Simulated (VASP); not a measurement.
SrTa3, 4 atoms in the cell. It takes space group Pm-3m (No. 221, cubic). Conventional cell: a = 4.433 Å, b = 4.433 Å, c = 4.433 Å, α = 90.00°, β = 90.00°, γ = 90.00°. Within 4.1 Å of Sr (site symmetry m-3m) lie 12 Ta at 3.13 Å. Within 4.1 Å of Ta (site symmetry 4/mmm) lie 4 Sr at 3.13 Å and 8 Ta at 3.13 Å. 

```yaml
Program: VASP 6.6.1
Task: single point
Functional: PBE
Potentials_or_basis: VASP PAW PBE potentials, release 64 (Sr_sv, Ta_pv)
Cutoff: 520 eV
k_mesh: 4 × 4 × 4
Occupations: gaussian, width 0.1 eV
Spin: no spin polarisation
Dipole_correction: no
Further_INCAR_settings: ALGO = Fast; EDIFF = 1e-06; NBANDS = 30
```

Potentials or basis: VASP PAW PBE potentials, release 64 (Sr_sv, Ta_pv).

Launch:

```console
$ cat potpaw_PBE.64/Sr_sv/POTCAR potpaw_PBE.64/Ta_pv/POTCAR > POTCAR
$ mpirun -np 1 vasp_std > vasp.out
```

Hardware: 1 thread of Intel(R) Xeon(R) 6975P-C (Granite Rapids), on a shared host.

Q: How long does it take, and how much memory?

A: Run time: 17 s on 1 thread of Intel(R) Xeon(R) 6975P-C (Granite Rapids) (shared host), peak memory 0.21 GiB. Counts: scf iterations 16, k points 10.
